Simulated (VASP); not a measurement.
A run of VASP 6.6.1 is set up as follows.

The input INCAR:

```
PREC = Accurate
ENCUT = 520
EDIFF = 1E-6
ISMEAR = 0
SIGMA = 0.01
LREAL = False
LASPH = True
NELM = 80
ALGO = Normal
ISIF = 2
LWAVE = False
LCHARG = True
LELF = True
LVHAR = True
NBANDS = 23
```

KPOINTS

```
Automatic mesh
0
Gamma
  5 5 5
```

The input POSCAR:

```
NaMgF3
1.0
    3.8760000000      0.0000000000      0.0000000000
    0.0000000000      3.8760000000      0.0000000000
    0.0000000000      0.0000000000      3.8760000000
Na Mg F
1 1 3
Direct
    0.0000000000      0.0000000000     -0.0025799794
    0.5000000000      0.5000000000      0.5000000000
    0.5000000000      0.5000000000      0.0000000000
    0.0000000000      0.5000000000      0.5000000000
    0.5000000000      0.0000000000      0.5000000000
```

Potentials or basis: VASP PAW LDA potentials, release 64 (Na_pv, Mg, F).

The run is started by

```console
$ cat potpaw_LDA.64/Na_pv/POTCAR potpaw_LDA.64/Mg/POTCAR potpaw_LDA.64/F/POTCAR > POTCAR
$ mpirun -np 1 vasp_std > vasp.out
```

(1) Predict the pressure.

(2) Estimate the largest force.

(3) Estimate the band gap on the k mesh.

Results:

(1) -3.8 GPa.

(2) 0.011 eV/Å.

(3) 5.94 eV, indirect (least direct gap 6.34 eV).
